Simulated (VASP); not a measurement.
Write the native input for VASP 6.6.1 that does the following.

| Property | Result |
| --- | --- |
| Task | single point |
| Functional | r2SCAN |
| Potentials or basis | VASP PAW PBE potentials, release 64 (Ca_sv, O) |
| Cutoff | 520 eV |
| k mesh | 9 × 9 × 4 |
| Occupations | gaussian, width 0.01 eV |
| Spin | no spin polarisation |
| Dipole correction | no |
| Further INCAR settings | ALGO = Normal; EDIFF = 1e-06; NBANDS = 24 |

Crystal: CaO.

```
Ca O
1.0
     3.31994    0.00000    0.00000
    -1.65997    2.87515    0.00000
     0.00000    0.00000    5.81431
Ca O
2 2
Direct
  0.00000 0.00000 0.00000
  0.00000 0.00000 0.50000
  0.33333 0.66667 0.25000
  0.66667 0.33333 0.75000
```

One way to write it, as run:

POSCAR

```
CaO
1.0
    3.3199366349      0.0000000000      0.0000000000
   -1.6599683174      2.8751494647      0.0000000000
    0.0000000000      0.0000000000      5.8143085363
Ca O
2 2
Direct
    0.0000000000      0.0000000000      0.0000000000
    0.0000000000      0.0000000000      0.5000000000
    0.3333333333      0.6666666667      0.2500000000
    0.6666666667      0.3333333333      0.7500000000
```

INCAR.step1

```
SYSTEM = CaO
ALGO = Normal
EDIFF = 1E-4
ENCUT = 520
GGA = PE
ISMEAR = 0
LASPH = .True.
LCHARG = .False.
LREAL = .False.
LWAVE = .True.
NBANDS = 24
NELM = 100
PREC = Accurate
SIGMA = 0.01
```

INCAR.step2

```
SYSTEM = CaO
ALGO = Normal
EDIFF = 1E-6
ENCUT = 520
ISIF = 2
ISMEAR = 0
ISTART = 1
LASPH = .True.
LCHARG = .False.
LMIXTAU = .True.
LREAL = .False.
LWAVE = .False.
METAGGA = R2SCAN
NBANDS = 24
NELM = 100
PREC = Accurate
SIGMA = 0.01
```

KPOINTS

```
k-points
0
Gamma
  9 9 4
  0 0 0
```

Potentials or basis: VASP PAW PBE potentials, release 64 (Ca_sv, O).

Launch:

```bash
$ cat potpaw_PBE.64/Ca_sv/POTCAR potpaw_PBE.64/O/POTCAR > POTCAR
$ cp INCAR.step1 INCAR
$ mpirun -np 1 vasp_std > vasp.out
$ cp INCAR.step2 INCAR
$ mpirun -np 1 vasp_std > vasp.out
```

Results of the run:

The pressure is 1.0 GPa and the band gap on the k mesh is 4.40 eV.

Caveat: the PAW data sets were made with another functional, which shifts forces and pressure a little; an odd mesh through Γ misses points on the zone boundary, where band edges can lie.

Wall time 4.2 min on 1 thread of Intel(R) Xeon(R) Platinum 8259CL CPU @ 2.50GHz (Skylake/Cascade Lake), on a shared host, peak memory 0.21 GiB.
